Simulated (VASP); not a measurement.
# TiO2 (I4_1/amd) in VASP: relaxation of shape and atoms at fixed volume with PBE

Aim: the relaxation of shape and atoms at fixed volume of TiO2 with PBE.

Program: VASP 6.6.1. These are calculated values, not measurements. Logs are shortened: lines on timing, memory, paths and dates and some standing lists are left out, and cuts for length are marked.

### Step 1. The cell of the first run

The structure is tetragonal, space group I4_1/amd (No. 141). The conventional cell has a = 3.714 Å, b = 3.714 Å, c = 8.930 Å, α = 90.00°, β = 90.00°, γ = 90.00°. Ti (site symmetry -4m2) has 6 O at 1.88 to 1.93 Å within 2.5 Å. O (site symmetry 2mm) has 3 Ti at 1.88 to 1.93 Å and 2 O at 2.47 Å within 2.5 Å.

### Step 2. Relaxation of shape and atoms at fixed volume, PBE (10.26 Å³/atom)

Input file INCAR:

```
ALGO     = Normal         # electronic algorithm
EDIFF    = 1E-6           # SCF threshold, eV
EDIFFG   = -0.01          # ionic threshold
ENCUT    = 600            # plane-wave cutoff, eV
GGA      = PE             # functional
IBRION   = 2              # ionic algorithm
ISIF     = 4              # what is computed and relaxed
ISMEAR   = 0              # smearing method
LASPH    = True           # aspherical terms in the spheres
LCHARG   = False          # write CHGCAR
LREAL    = False          # projectors in reciprocal space
LWAVE    = False          # write WAVECAR
NELM     = 60             # most SCF steps
NSW      = 50             # ionic steps
PREC     = Accurate       # precision mode
SIGMA    = 0.02           # smearing width, eV
```

Input file KPOINTS:

```
k-points
0
Gamma
  10 10 10
```

Input file POSCAR:

```
TiO2
1.0
   -1.8569890189      1.8569890189      4.4647806350
    1.8569890189     -1.8569890189      4.4647806350
    1.8569890189      1.8569890189     -4.4647806350
Ti O
2 4
Direct
    0.0000000000      0.0000000000      0.0000000000
    0.7500000000      0.2500000000      0.5000000000
    0.2159550233      0.2159550233      0.0000000000
    0.9659550233      0.4659550233      0.5000000000
    0.5340449767      0.0340449767      0.5000000000
    0.7840449767      0.7840449767      0.0000000000
```

Potentials or basis: VASP PAW PBE potentials, release 64 (Ti_sv, O).

Started as:

```sh
> cat potpaw_PBE.64/Ti_sv/POTCAR potpaw_PBE.64/O/POTCAR > POTCAR
> mpirun -np 1 vasp_std > vasp.out
```

OUTCAR:

```text
EDIFF = 1E-6
   EDIFFG = -0.01
   ENCUT = 600
   GGA = PE
   IBRION = 2
   ISIF = 4
   ISMEAR = 0
   LASPH = True
   LREAL = False
   NELM = 60
   NSW = 50
   PREC = Accurate

 ion  position               nearest neighbor table
   1  0.000  0.000  0.000-   5 1.88   4 1.88   5 1.88   4 1.88   3 1.93   6 1.93   2 2.90   2 2.90
                             2 2.90   2 2.90
   2  0.750  0.250  0.500-   6 1.88   3 1.88   6 1.88   3 1.88   4 1.93   5 1.93   1 2.90   1 2.90
                             1 2.90   1 2.90
   3  0.216  0.216  0.000-   2 1.88   2 1.88   1 1.93
   4  0.966  0.466  0.500-   1 1.88   1 1.88   2 1.93
   5  0.534  0.034  0.500-   1 1.88   1 1.88   2 1.93
   6  0.784  0.784  0.000-   2 1.88   2 1.88   1 1.93

  LATTYP: Found a body centered tetragonal cell.
 ALAT       =     3.7139780378
 C/A-ratio  =     2.4043118131

  Lattice vectors:

 A1 = (  -1.8569890189,   1.8569890189,   4.4647806350)
 A2 = (   1.8569890189,  -1.8569890189,   4.4647806350)
 A3 = (   1.8569890189,   1.8569890189,  -4.4647806350)

Analysis of symmetry for initial positions (statically):
=====================================================================
 Subroutine PRICEL returns:
 Original cell was already a primitive cell.

 Routine SETGRP: Setting up the symmetry group for a
 body centered tetragonal supercell.

 Subroutine GETGRP returns: Found 16 space group operations
 (whereof  8 operations were pure point group operations)
 out of a pool of 16 trial point group operations.

The static configuration has the point symmetry D_2d.
 The point group associated with its full space group is D_4h.

Analysis of symmetry for dynamics (positions and initial velocities):
=====================================================================
 Subroutine PRICEL returns:
 Original cell was already a primitive cell.

 Routine SETGRP: Setting up the symmetry group for a
 body centered tetragonal supercell.

 Subroutine GETGRP returns: Found 16 space group operations
 (whereof  8 operations were pure point group operations)
 out of a pool of 16 trial point group operations.

The dynamic configuration has the point symmetry D_2d.
 The point group associated with its full space group is D_4h.

 Subroutine INISYM returns: Found 16 space group operations
 (whereof  8 operations are pure point group operations),
 and found     1 'primitive' translations

----------------------------------------------------------------------------------------

                                     Primitive cell

  volume of cell :      61.5855

  direct lattice vectors                    reciprocal lattice vectors
    -1.856989019  1.856989019  4.464780635     0.000000000  0.269253073  0.111987585
     1.856989019 -1.856989019  4.464780635     0.269253073  0.000000000  0.111987585
     1.856989019  1.856989019 -4.464780635     0.269253073  0.269253073  0.000000000

  length of vectors
     5.179872832  5.179872832  5.179872832     0.291613505  0.291613505  0.380781348

  position of ions in fractional coordinates (direct lattice)
     0.000000000  0.000000000  0.000000000
     0.750000000  0.250000000  0.500000000
     0.215955023  0.215955023  0.000000000
     0.965955023  0.465955023  0.500000000
     0.534044977  0.034044977  0.500000000
     0.784044977  0.784044977  0.000000000

  ion indices of the primitive-cell ions
   primitive index   ion index
                 1           1
                 2           2
                 3           3
                 4           4
                 5           5
                 6           6

----------------------------------------------------------------------------------------

 KPOINTS: k-points

Automatic generation of k-mesh.
 Grid dimensions read from file:
 generate k-points for:   10   10   10

 Generating k-lattice:

  Cartesian coordinates                     Fractional coordinates (reciprocal lattice)
     0.000000000  0.026925307  0.011198758     0.100000000  0.000000000  0.000000000
     0.026925307  0.000000000  0.011198758     0.000000000  0.100000000  0.000000000
     0.026925307  0.026925307  0.000000000     0.000000000  0.000000000  0.100000000

  Length of vectors
     0.029161351  0.029161351  0.038078135

  Shift w.r.t. Gamma in fractional coordinates (k-lattice)
     0.000000000  0.000000000  0.000000000

 Subroutine IBZKPT returns following result:
 ===========================================

 Found    102 irreducible k-points:

 Following reciprocal coordinates:
            Coordinates               Weight
  0.000000  0.000000  0.000000      1.000000
  0.100000 -0.000000  0.000000      8.000000
  0.200000 -0.000000  0.000000      8.000000
  0.300000  0.000000 -0.000000      8.000000
  0.400000  0.000000 -0.000000      8.000000
  0.500000 -0.000000  0.000000      4.000000
[... 16 lines left out ...]
  0.300000  0.300000  0.000000      8.000000
  0.400000  0.300000  0.000000     16.000000
 [... further k-points ...]
   k-points           NKPTS =    102   k-points in BZ     NKDIM =    102   number of bands    NBANDS=     28
   number of dos      NEDOS =    301   number of ions     NIONS =      6
   total plane-waves  NPLWV =  74088
   dimension x,y,z NGX =    42 NGY =   42 NGZ =   42
   dimension x,y,z NGXF=    84 NGYF=   84 NGZF=   84
   ions per type =               2   4
   NGX,Y,Z   is equivalent  to a cutoff of  13.48, 13.48, 13.48 a.u.
   NGXF,Y,Z  is equivalent  to a cutoff of  26.96, 26.96, 26.96 a.u.
 SYSTEM =  unknown system
   PREC   = accura    normal or accurate (medium, high low for compatibility)
   ISTART =      0    job   : 0-new  1-cont  2-samecut
   ICHARG =      2    charge: 1-file 2-atom 10-const
   ISPIN  =      1    spin polarized calculation?
   LNONCOLLINEAR =      F non collinear calculations
   LSORBIT =      F    spin-orbit coupling
   LASPH  =      T    aspherical Exc in radial PAW
   ENCUT  =  600.0 eV  44.10 Ry    6.64 a.u.  10.35 10.35 10.35*2*pi/ulx,y,z
   NELM   =     60;   NELMIN=  2; NELMDL= -5     # of ELM steps
   EDIFF  = 0.1E-05   stopping-criterion for ELM
   LREAL  =      F    real-space projection
   EDIFFG = -.1E-01   stopping-criterion for IOM
   NSW    =     50    number of steps for IOM
   IBRION =      2    ionic relax: 0-MD 1-quasi-New 2-CG
   NFREE  =      1    steps in history (QN), initial steepest desc. (CG)
   ISIF   =      4    stress and relaxation
   ISYM   =      2    0-nonsym 1-usesym 2-fastsym
   POTIM  = 0.5000    time-step for ionic-motion
   TEBEG  =    0.0;   TEEND  =   0.0 temperature during run
   PSTRESS=    0.0 pullay stress
   NELECT =      48.0000    total number of electrons
   NUPDOWN=      -1.0000    fix difference up-down
   EMIN   =  10.00;   EMAX   =-10.00  energy-range for DOS
   EFERMI =   0.00;   METHOD = LEGACY
   ISMEAR =     0;   SIGMA  =   0.02  broadening in eV -4-tet -1-fermi 0-gaus
   EFERMI_NEDOS =   21; number of points for ismear=-14 and -15
   IALGO  =     38    algorithm
   IMIX   =      4    mixing-type and parameters
     AMIX     =   0.40;   BMIX     =  1.00
     AMIX_MAG =   1.60;   BMIX_MAG =  1.00
  volume/ion in A,a.u.               =      10.26        69.27
  Fermi-wavevector in a.u.,A,eV,Ry     =   1.506592  2.847046 30.882767  2.269819
  Thomas-Fermi vector in A             =   2.617289
   LORBIT       =      0    0 simple, 1 ext, 2 COOP (PROOUT), +10 PAW based schemes
   GGA     = PE    functional components
   LHFCALC =     F    Hartree Fock is set to
   AEXX    =    0.0000 exact exchange contribution
   IVDW    =     0    specifies the selected vdW correction
   LEPSILON=     F    determine dielectric tensor
   LRPA    =     F    only Hartree local field effects (RPA)
 conjugate gradient relaxation of ions
 non-spin polarized calculation
 Gauss-broadening in eV      SIGMA  =   0.02
  energy-cutoff  :      600.00
  volume of cell :       61.59
 maximum number of plane-waves:      2113
 NGX is ok and might be reduce to    42
   NGX = 21   NGY = 21   NGZ = 21

--------------------------------------- Ionic step        1  -------------------------------------------

 number of electron      47.9999998 magnetization

 Free energy of the ion-electron system (eV)
  ---------------------------------------------------
  ext. energy  EPLUGINS =         0.00000000
  ---------------------------------------------------
  free energy    TOTEN  =       -53.18957154 eV

  energy without entropy =      -53.18957154  energy(sigma->0) =      -53.18957154

------------------------ aborting loop because EDIFF is reached ----------------------------------------

  FORCE on cell =-STRESS in cart. coord.  units (eV):
  Direction    XX          YY          ZZ          XY          YZ          ZX
  --------------------------------------------------------------------------------------
  -------------------------------------------------------------------------------------
  Total       11.0715194     11.0715194     11.0991361      0.0000000      0.0000000      0.0000000
  in kB      288.0308597    288.0308597    288.7493193      0.0000000      0.0000000      0.0000000
  external PRESSURE =     288.2703462 kB  Pullay stress =       0.0000000 kB
[... 145 lines left out ...]
  energy  without entropy=      -53.2041612928  energy(sigma->0) =      -53.20416129

--------------------------------------- Ionic step        5  -------------------------------------------

 number of electron      47.9999998 magnetization

 Free energy of the ion-electron system (eV)
  ---------------------------------------------------
  ext. energy  EPLUGINS =         0.00000000
  ---------------------------------------------------
  free energy    TOTEN  =       -53.21275366 eV

  energy without entropy =      -53.21275366  energy(sigma->0) =      -53.21275366

 E-fermi :   4.7577     XC(G=0): -11.3296

 val. band max:        4.5304091935   @ k =   0.5000   0.5000   0.0000
 cond. band min:       6.3824653798   @ k =   0.0000   0.0000   0.0000
 fundamental gap:      1.8520561863
 Fermi energy:         4.7577253526

 k-point     1 :       0.0000    0.0000    0.0000
  band No.  band energies     occupation
      1     -51.8031      2.00000
      2     -51.6918      2.00000
      3     -28.3934      2.00000
      4     -28.0912      2.00000
      5     -28.0912      2.00000
      6     -27.9653      2.00000
[... 733 lines left out ...]
     27       8.4623      0.00000
     28       8.5872      0.00000

 [... further k-points ...]
[... 5 lines left out ...]
  --------------------------------------------------------------------------------------
  -------------------------------------------------------------------------------------
  Total        9.8405076      9.8405076      9.7726802      0.0000000      0.0000000      0.0000000
  in kB      256.0055004    256.0055004    254.2409380      0.0000000      0.0000000      0.0000000
  external PRESSURE =     255.4173129 kB  Pullay stress =       0.0000000 kB
[... 21 lines left out ...]
  FREE ENERGIE OF THE ION-ELECTRON SYSTEM (eV)
  ---------------------------------------------------
  free  energy   TOTEN  =       -53.2127536591 eV

  energy  without entropy=      -53.2127536591  energy(sigma->0) =      -53.21275366

 reached required accuracy - stopping structural energy minimisation
```

Wall time 16 min (1 thread of Intel Xeon Platinum 8259CL at 2.50GHz (Skylake/Cascade Lake), shared host); peak memory 0.38 GiB.

What came out:

```
Free energy                  : -53.2128 eV
Energy gained by relaxing    : 3.9 meV/atom
Ionic steps                  : 5
Pressure after relaxing      : 25.5 GPa
Largest force after relaxing : 0.004 eV/Å
Band gap on the k mesh       : 1.85 eV (least direct gap 2.46 eV)
```

Forces in eV/Å, atoms in the order of the input:
```
Ti   0.000  0.000  0.000
Ti   0.000  0.000  0.000
O    0.000  0.000  0.004
O    0.000  0.000  0.004
O    0.000  0.000 -0.004
O    0.000  0.000 -0.004
```

Stress tensor (GPa, compression positive):
```
25.60  0.00  0.00
 0.00 25.60  0.00
 0.00  0.00 25.42
```

The path:
| step | energy change (eV) | largest force (eV/Å) | pressure (GPa) | volume (Å³) |
| --- | --- | --- | --- | --- |
| 1 | 0.0000 | 0.2740 | 28.83 | 61.59 |
| 2 | -0.0078 | 0.0284 | 27.81 | 61.59 |
| 3 | -0.0079 | 0.0041 | 27.72 | 61.59 |
| 4 | -0.0146 | 0.0040 | 27.13 | 61.59 |
| 5 | -0.0232 | 0.0038 | 25.54 | 61.59 |

Final structure:
```
CELL_PARAMETERS angstrom
-1.87318 1.87318 4.38792
1.87318 -1.87318 4.38792
1.87318 1.87318 -4.38792
ATOMIC_POSITIONS crystal
Ti 0.00000 0.00000 0.00000
Ti 0.75000 0.25000 0.50000
O 0.22053 0.22053 0.00000
O 0.97053 0.47053 0.50000
O 0.52947 0.02947 0.50000
O 0.77947 0.77947 0.00000
```

A k mesh can miss the band edges.
